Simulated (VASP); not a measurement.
Write the native input for VASP 6.6.1 that does the following.

* Task: single point
* Functional: PBE
* Potentials or basis: VASP PAW PBE potentials, release 64 (Ge_d, P)
* Cutoff: 520 eV
* k mesh: 6 × 6 × 4
* Occupations: gaussian, width 0.1 eV
* Spin: no spin polarisation
* Dipole correction: no
* Further INCAR settings: ALGO = Normal; EDIFF = 1e-06; NBANDS = 25

The structure of GeP4 lies in POSCAR:

```
GeP4
1.0
    5.1770768600      0.0000000000      0.0000000000
   -2.5885384300      4.4834800800      0.0000000000
    0.0000000000      0.0000000000      4.7553064700
Ge P
1 4
Direct
    0.0000000000      0.0000000000      0.0000000000
    0.3333333300      0.6666666700      0.0000000000
    0.6666666700      0.3333333300      0.0000000000
    0.3333333300      0.6666666700      0.5000000000
    0.6666666700      0.3333333300      0.5000000000
```

One way to write it, as run:

INCAR

```
PREC = Accurate ; ENCUT = 520
EDIFF = 1E-6 ; ISMEAR = 0
SIGMA = 0.1 ; LREAL = F
LASPH = T ; NELM = 60
ALGO = Normal ; ISIF = 2
LWAVE = F ; LCHARG = F
GGA = PE ; NBANDS = 25
```

KPOINTS

```
regular mesh
0
Gamma
  6 6 4
```

Potentials or basis: VASP PAW PBE potentials, release 64 (Ge_d, P).

The run is started by

```console
$ cat potpaw_PBE.64/Ge_d/POTCAR potpaw_PBE.64/P/POTCAR > POTCAR
$ mpirun -np 1 vasp_std > vasp.out
```

Results of the run:

| Property | Result |
| --- | --- |
| Pressure | -10.0 GPa |
| Band gap on the k mesh | zero (band 17 reaches 5.69 eV, above the bottom of band 18 at 3.37 eV) |

Run time: 35 s on 1 thread of Intel(R) Xeon(R) Platinum 8488C (Sapphire Rapids), on a shared host, peak memory 0.23 GiB.
